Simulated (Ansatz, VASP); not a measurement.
Sr: VASP beside Ansatz

File INCAR:

```
SYSTEM = Sr
PREC = Accurate
ENCUT = 520
EDIFF = 1E-6
ISMEAR = -1
SIGMA = 0.1
LREAL = .False.
LASPH = .True.
NELM = 100
ALGO = Normal
ISIF = 2
LWAVE = .False.
LCHARG = .True.
GGA = RE
LELF = .True.
LVHAR = .True.
NBANDS = 17
```

The input KPOINTS:

```
regular mesh
0
Gamma
  7 7 7
  0 0 0
```

The input POSCAR:

```
Sr
1.0
    0.0000000000      4.7634806888      4.7634806888
    4.7634806888      0.0000000000      4.7634806888
    4.7634806888      4.7634806888      0.0000000000
Sr
2
Direct
    0.1250000000      0.1250000000      0.1250000000
    0.8750000000      0.8750000000      0.8750000000
```

Input for Ansatz:

```yaml
crystal:
  lattice:
    - [0.0, 4.7634806888, 4.7634806888]
    - [4.7634806888, 0.0, 4.7634806888]
    - [4.7634806888, 4.7634806888, 0.0]
  atoms:
    - { symbol: Sr, position: [0.125, 0.125, 0.125] }
    - { symbol: Sr, position: [0.875, 0.875, 0.875] }
hamiltonian:
  xc: revpbe
  pseudopotentials:
    kind: paw
    azcp:
      Sr: "pseudopotentials/Sr.paw.azcp"
basis:
  ecutwfc: 420
  fft_grid_basis: typed
kpoints:
  mp_grid: { grid: [7, 7, 7], shift: [0, 0, 0] }
magnetization:
  spin_polarized: false
scf:
  occupations: { method: fermi_dirac, width: 0.1 }
  lower_state_search: "off"
output:
  stress: true
```

Alike in both runs: task single point; functional revPBE; k mesh 7 × 7 × 7; occupations fermi-dirac, width 0.1 eV; no spin polarisation.

|  | VASP | Ansatz |
| --- | --- | --- |
| version | VASP 6.6.1 | Ansatz 0.2.0 |
| potentials or method | VASP PAW PBE potentials, release 64 (Sr_sv), cutoff 520 eV | plane waves (420 eV) with PAW, scalar-relativistic |
| valence electrons in the cell | 20 | 20 |

```csv
,VASP,Ansatz,Ansatz less VASP
pressure (GPa),0.2,0.2,0.00
```

VASP's potentials were made for PBE, not for revPBE. The functional is the same, so the differences come from potentials, cutoffs and numerics.
